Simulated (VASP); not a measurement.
# Ge: relaxation of shape and atoms at fixed volume with PBE

Crystal: Ge.

```
CELL_PARAMETERS angstrom
-2.68521 2.68521 1.47152
2.68521 -2.68521 1.47152
2.68521 2.68521 -1.47152
ATOMIC_POSITIONS crystal
Ge 0.25000 0.75000 0.50000
Ge 0.50000 0.50000 0.00000
```

```yaml
Program: VASP 6.6.1
Task: relaxation of shape and atoms at fixed volume
Functional: PBE
Potentials_or_basis: VASP PAW PBE potentials, release 64 (Ge_d)
Cutoff: 600 eV
k_mesh: 16 × 16 × 16
Occupations: gaussian, width 0.1 eV
Spin: no spin polarisation
Dipole_correction: no
Further_INCAR_settings: ALGO = Normal; EDIFF = 1e-07; IBRION = 2; EDIFFG = -0.01; NSW = 50; ISIF = 4
```

| Item | Value |
| --- | --- |
| Energy gained by relaxing | 0.0 meV/atom |
| Ionic steps | 3 |
| Pressure after relaxing | -5.1 GPa |
| Band gap on the k mesh | zero (bands 14 and 15 overlap by 4.53 eV) |

Final structure:
```xyz
2
Lattice="-2.6811 2.6811 1.4760 2.6811 -2.6811 1.4760 2.6811 2.6811 -1.4760" Properties=species:S:1:pos:R:3 pbc="T T T"
Ge    2.6811    0.0000    0.7380
Ge    0.0000    0.0000    1.4760
```

Levels at points of the mesh, in eV from the Fermi level:
| k point | band 12 | band 13 | band 14 | band 15 | band 16 | band 17 |
| --- | --- | --- | --- | --- | --- | --- |
| (0.00, 0.00, 0.00) | -4.38 | -1.93 | -1.93 | 3.60 | 6.81 | 6.81 |
| (0.50, 0.00, 0.00) | -6.01 | -2.72 | -1.66 | -1.18 | 2.62 | 3.13 |
| (0.50, 0.50, 0.00) | -9.77 | 0.70 | 0.70 | 1.70 | 1.70 | 6.47 |
| (0.50, 0.50, 0.50) | -8.44 | -5.07 | -5.07 | 5.30 | 5.30 | 9.66 |

Wall time 6.7 min on 1 thread of AMD EPYC 9R45 96-Core Processor (Zen 5) (shared host), peak memory 0.38 GiB.
